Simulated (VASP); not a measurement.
# Hf (Im-3m) in VASP: a series of runs, part 2 of 2

VASP 6.6.1.

### 3 Relaxation of cell and atoms, LDA, target pressure 30 GPa, at which the enthalpy is minimised

INCAR reads:

```
SYSTEM = Hf
ALGO = Normal ; EDIFF = 1E-6
EDIFFG = -0.02 ; ENCUT = 600
GGA = CA ; IBRION = 2
ISIF = 3 ; ISMEAR = -1
LASPH = .TRUE. ; LCHARG = .FALSE.
LREAL = .FALSE. ; LWAVE = .FALSE.
NELM = 60 ; NSW = 80
PREC = Accurate ; PSTRESS = 300.0
SIGMA = 0.05
```

KPOINTS reads:

```
k-points
0
G
  10 10 10
  0 0 0
```

POSCAR reads:

```
Hf
1.0
   -1.8050000000      1.8050000000      1.8050000000
    1.8050000000     -1.8050000000      1.8050000000
    1.8050000000      1.8050000000     -1.8050000000
Hf
1
Direct
    0.0000000000      0.0000000000      0.0000000000
```

Potentials or basis: VASP PAW LDA potentials, release 64 (Hf_pv).

Started as:

```
$ cat potpaw_LDA.64/Hf_pv/POTCAR > POTCAR
$ mpirun -np 1 vasp_std > vasp.out
```

OUTCAR:

```text
SYSTEM = Hf
   EDIFF = 1E-6
   EDIFFG = -0.02
   ENCUT = 600
   GGA = CA
   IBRION = 2
   ISIF = 3
   ISMEAR = -1
   LASPH = .TRUE.
   LREAL = .FALSE.
   NELM = 60
   NSW = 80
   PREC = Accurate
   PSTRESS = 300.0

 ion  position               nearest neighbor table
   1  0.000  0.000  0.000-

  LATTYP: Found a body centered cubic cell.
 ALAT       =     3.6100000000

  Lattice vectors:

 A1 = (  -1.8050000000,   1.8050000000,   1.8050000000)
 A2 = (   1.8050000000,  -1.8050000000,   1.8050000000)
 A3 = (   1.8050000000,   1.8050000000,  -1.8050000000)

Analysis of symmetry for initial positions (statically):
=====================================================================
 Subroutine PRICEL returns:
 Original cell was already a primitive cell.

 Routine SETGRP: Setting up the symmetry group for a
 body centered cubic supercell.

 Subroutine GETGRP returns: Found 48 space group operations
[... 9 lines left out ...]

 Routine SETGRP: Setting up the symmetry group for a
 body centered cubic supercell.

 Subroutine GETGRP returns: Found 48 space group operations
[... 11 lines left out ...]
                                     Primitive cell

  volume of cell :      23.5229

  direct lattice vectors                    reciprocal lattice vectors
    -1.805000000  1.805000000  1.805000000     0.000000000  0.277008310  0.277008310
     1.805000000 -1.805000000  1.805000000     0.277008310  0.000000000  0.277008310
     1.805000000  1.805000000 -1.805000000     0.277008310  0.277008310  0.000000000

  length of vectors
     3.126351708  3.126351708  3.126351708     0.391748909  0.391748909  0.391748909

  position of ions in fractional coordinates (direct lattice)
     0.000000000  0.000000000  0.000000000

  ion indices of the primitive-cell ions
   primitive index   ion index
                 1           1

----------------------------------------------------------------------------------------

 KPOINTS: k-points

Automatic generation of k-mesh.
 Grid dimensions read from file:
 generate k-points for:   10   10   10

 Generating k-lattice:

  Cartesian coordinates                     Fractional coordinates (reciprocal lattice)
     0.000000000  0.027700831  0.027700831     0.100000000  0.000000000  0.000000000
     0.027700831  0.000000000  0.027700831     0.000000000  0.100000000  0.000000000
     0.027700831  0.027700831  0.000000000     0.000000000  0.000000000  0.100000000

  Length of vectors
     0.039174891  0.039174891  0.039174891

  Shift w.r.t. Gamma in fractional coordinates (k-lattice)
     0.000000000  0.000000000  0.000000000

 Subroutine IBZKPT returns following result:
 ===========================================

 Found     47 irreducible k-points:

 Following reciprocal coordinates:
            Coordinates               Weight
  0.000000  0.000000  0.000000      1.000000
  0.100000  0.000000  0.000000     12.000000
  0.200000  0.000000  0.000000     12.000000
  0.300000  0.000000  0.000000     12.000000
  0.400000  0.000000  0.000000     12.000000
  0.500000  0.000000  0.000000      6.000000
[... 16 lines left out ...]
  0.300000  0.300000  0.100000      8.000000
 -0.300000  0.300000  0.100000     24.000000
 [... further k-points ...]
   k-points           NKPTS =     47   k-points in BZ     NKDIM =     47   number of bands    NBANDS=      9
   number of dos      NEDOS =    301   number of ions     NIONS =      1
   total plane-waves  NPLWV =  21952
   dimension x,y,z NGX =    28 NGY =   28 NGZ =   28
   dimension x,y,z NGXF=    56 NGYF=   56 NGZF=   56
   ions per type =               1
   NGX,Y,Z   is equivalent  to a cutoff of  14.89, 14.89, 14.89 a.u.
   NGXF,Y,Z  is equivalent  to a cutoff of  29.78, 29.78, 29.78 a.u.
 SYSTEM =  Hf
   PREC   = accura    normal or accurate (medium, high low for compatibility)
   ISTART =      0    job   : 0-new  1-cont  2-samecut
   ICHARG =      2    charge: 1-file 2-atom 10-const
   ISPIN  =      1    spin polarized calculation?
   LNONCOLLINEAR =      F non collinear calculations
   LSORBIT =      F    spin-orbit coupling
   LASPH  =      T    aspherical Exc in radial PAW
   ENCUT  =  600.0 eV  44.10 Ry    6.64 a.u.   6.24  6.24  6.24*2*pi/ulx,y,z
   NELM   =     60;   NELMIN=  2; NELMDL= -5     # of ELM steps
   EDIFF  = 0.1E-05   stopping-criterion for ELM
   LREAL  =      F    real-space projection
   EDIFFG = -.2E-01   stopping-criterion for IOM
   NSW    =     80    number of steps for IOM
   IBRION =      2    ionic relax: 0-MD 1-quasi-New 2-CG
   NFREE  =      1    steps in history (QN), initial steepest desc. (CG)
   ISIF   =      3    stress and relaxation
   ISYM   =      2    0-nonsym 1-usesym 2-fastsym
   POTIM  = 0.5000    time-step for ionic-motion
   TEBEG  =    0.0;   TEEND  =   0.0 temperature during run
   PSTRESS=  300.0 pullay stress
   NELECT =      10.0000    total number of electrons
   NUPDOWN=      -1.0000    fix difference up-down
   EMIN   =  10.00;   EMAX   =-10.00  energy-range for DOS
   EFERMI =   0.00;   METHOD = LEGACY
   ISMEAR =    -1;   SIGMA  =   0.05  broadening in eV -4-tet -1-fermi 0-gaus
   EFERMI_NEDOS =   21; number of points for ismear=-14 and -15
   IALGO  =     38    algorithm
   IMIX   =      4    mixing-type and parameters
     AMIX     =   0.40;   BMIX     =  1.00
     AMIX_MAG =   1.60;   BMIX_MAG =  1.00
  volume/ion in A,a.u.               =      23.52       158.74
  Fermi-wavevector in a.u.,A,eV,Ry     =   1.230961  2.326179 20.616432  1.515265
  Thomas-Fermi vector in A             =   2.365789
   LORBIT       =      0    0 simple, 1 ext, 2 COOP (PROOUT), +10 PAW based schemes
   GGA     = CA    functional components
   LHFCALC =     F    Hartree Fock is set to
   AEXX    =    0.0000 exact exchange contribution
   IVDW    =     0    specifies the selected vdW correction
   LEPSILON=     F    determine dielectric tensor
   LRPA    =     F    only Hartree local field effects (RPA)
 conjugate gradient relaxation of ions
 non-spin polarized calculation
  energy-cutoff  :      600.00
  volume of cell :       23.52
 maximum number of plane-waves:       802
 NGX is ok and might be reduce to    28
   NGX = 13   NGY = 13   NGZ = 13

--------------------------------------- Ionic step        1  -------------------------------------------

 number of electron      10.0000000 magnetization

 number of electron       9.9999999 magnetization

 Free energy of the ion-electron system (eV)
  ---------------------------------------------------
  ext. energy  EPLUGINS =         0.00000000
  ---------------------------------------------------
  free energy    TOTEN  =       -10.42273937 eV

  energy without entropy =      -10.40792866  energy(sigma->0) =      -10.41533402

------------------------ aborting loop because EDIFF is reached ----------------------------------------

  FORCE on cell =-STRESS in cart. coord.  units (eV):
  Direction    XX          YY          ZZ          XY          YZ          ZX
  --------------------------------------------------------------------------------------
  -------------------------------------------------------------------------------------
  Total       -1.8527686     -1.8527686     -1.8527686      0.0000000     -0.0000000      0.0000000
  in kB     -126.1944180   -126.1944180   -126.1944180      0.0000000     -0.0000000      0.0000000
  external PRESSURE =    -426.1944180 kB  Pullay stress =     300.0000000 kB
[... 24 lines left out ...]
--------------------------------------- Ionic step        2  -------------------------------------------

 number of electron      10.0000000 magnetization

 E-fermi :  14.8093     XC(G=0): -17.0370

 val. band max:       14.7833102937   @ k =   0.3000   0.3000   0.0000
 cond. band min:      14.8377322792   @ k =  -0.4000  -0.4000   0.2000
 fundamental gap:      0.0544219854
 Fermi energy:        14.8092876732

 k-point     1 :       0.0000    0.0000    0.0000
  band No.  band energies     occupation
      1     -10.5836      2.00000
      2     -10.5836      2.00000
      3     -10.5836      2.00000
      4       9.4982      2.00000
      5      15.5250      0.00000
      6      15.5250      0.00000
      7      15.5250      0.00000
      8      22.4497      0.00000
      9      22.4497      0.00000
[... 345 lines left out ...]
  energy  without entropy=      -10.4228792689  energy(sigma->0) =      -10.42858373

  enthalpy is  TOTEN    =        -7.0730801296 eV   P V=        3.3612080667

[... ionic steps 4 to 14 ...]

--------------------------------------- Ionic step       15  -------------------------------------------

 number of electron       9.9999999 magnetization

------------------------ aborting loop because EDIFF is reached ----------------------------------------
[... 69 lines left out ...]
--------------------------------------- Ionic step       17  -------------------------------------------

 number of electron       9.9999999 magnetization

 Free energy of the ion-electron system (eV)
  ---------------------------------------------------
  ext. energy  EPLUGINS =         0.00000000
  ---------------------------------------------------
  free energy    TOTEN  =       -10.26106237 eV

  energy without entropy =      -10.25244402  energy(sigma->0) =      -10.25675319

 E-fermi :   6.6374     XC(G=0): -12.8441

 val. band max:        6.6018345274   @ k =   0.2000   0.2000   0.0000
 cond. band min:       6.7034005030   @ k =  -0.3000   0.3000   0.1000
 fundamental gap:      0.1015659756
 Fermi energy:         6.6373680581

 k-point     1 :       0.0000    0.0000    0.0000
  band No.  band energies     occupation
      1     -21.9185      2.00000
      2     -21.9185      2.00000
      3     -21.9185      2.00000
      4      -1.1180      2.00000
      5       8.2311      0.00000
      6       8.2311      0.00000
      7       8.2311      0.00000
      8      11.9468      0.00000
      9      11.9468      0.00000
[... 308 lines left out ...]
  energy  without entropy=      -10.2524440183  energy(sigma->0) =      -10.25675319

  enthalpy is  TOTEN    =        -7.1218643488 eV   P V=        3.1391980204

 reached required accuracy - stopping structural energy minimisation
```

OSZICAR:

```text
N       E                     dE             d eps       ncg     rms          rms(c)
DAV:   1     0.725285119887E+01    0.72529E+01   -0.65574E+03   846   0.115E+03
DAV:   2    -0.105136010461E+02   -0.17766E+02   -0.17202E+02  1328   0.139E+02
DAV:   3    -0.108267845867E+02   -0.31318E+00   -0.30809E+00  1008   0.134E+01
DAV:   4    -0.108285079404E+02   -0.17234E-02   -0.17219E-02  1049   0.977E-01
[... 108 lines left out ...]
       N       E                     dE             d eps       ncg     rms          rms(c)
DAV:   1    -0.102611058686E+02   -0.31705E-02   -0.11672E-03   848   0.331E-01    0.732E-02
DAV:   2    -0.102610727734E+02    0.33095E-04   -0.43384E-05   860   0.678E-02    0.291E-02
DAV:   3    -0.102610624168E+02    0.10357E-04   -0.30150E-05   852   0.494E-02    0.157E-02
DAV:   4    -0.102610623692E+02    0.47588E-07   -0.30517E-07   425   0.550E-03
  17 F= -.71218643E+01 E0= -.71175552E+01  d E =-.225958E-03
```

CONTCAR:

```text
Hf
   1.00000000000000
    -1.6123129766151028    1.6123129766151028    1.6123129766151030
     1.6123129766151028   -1.6123129766151028    1.6123129766151030
     1.6123129766151028    1.6123129766151028   -1.6123129766151030
  Hf
     1
Direct
     0.0000000000000000    0.0000000000000000    0.0000000000000000

  0.00000000E+00  0.00000000E+00  0.00000000E+00
```

It took 2.7 min on 1 thread of Intel Xeon 8259CL, shared host; peak memory 0.18 GiB.

Results:

```
Free energy                                            : -10.2611 eV
Relaxed volume                                         : 16.77 Å³/atom
Relaxed cell                                           : a = 2.793 Å, b = 2.793 Å, c = 2.793 Å, α = 109.47°, β = 109.47°, γ = 109.47°
Space group after relaxing (to 0.05 Å)                 : Im-3m (No. 229)
Energy change on relaxing (the enthalpy is what falls) : +161.7 meV/atom
Ionic steps                                            : 17
Pressure after relaxing                                : 30.1 GPa
Band gap on the k mesh                                 : zero (band 5 reaches 8.23 eV, above the bottom of band 6 at 5.92 eV)
```

Step by step:
```
step  energy change (eV)  largest force (eV/Å)  pressure (GPa)  volume (Å³)
   1              0.0000                0.0000          -12.62        23.52
   2             10.7917                0.0000          644.07         8.00
   3             -0.0115                0.0000           17.45        17.95
   4              0.0576                0.0000           22.83        17.40
   5              0.1650                0.0000           30.28        16.75
   6              0.1427                0.0000           28.75        16.87
   7              0.1438                0.0000           28.82        16.86
   8              0.1469                0.0000           29.03        16.85
   9              0.1470                0.0000           29.04        16.84
  10              0.1471                0.0000           29.04        16.84
  11              0.1474                0.0000           29.03        16.84
  12              0.1479                0.0000           29.11        16.84
  13              0.1491                0.0000           29.18        16.83
  14              0.1513                0.0000           29.32        16.82
  15              0.1557                0.0000           29.61        16.80
  16              0.1648                0.0000           30.20        16.75
  17              0.1617                0.0000           30.06        16.77
```

Final structure:
```
Hf
1.0
    -1.61231    1.61231    1.61231
     1.61231   -1.61231    1.61231
     1.61231    1.61231   -1.61231
Hf
1
Direct
  0.00000 0.00000 0.00000
```

Caveat: the cell is relaxed towards a set pressure, so the enthalpy falls and the energy may rise; the volume moved by over 15 % at a fixed basis, so the end points are rough; spin-orbit coupling is left out, which moves the levels of the heavy elements.
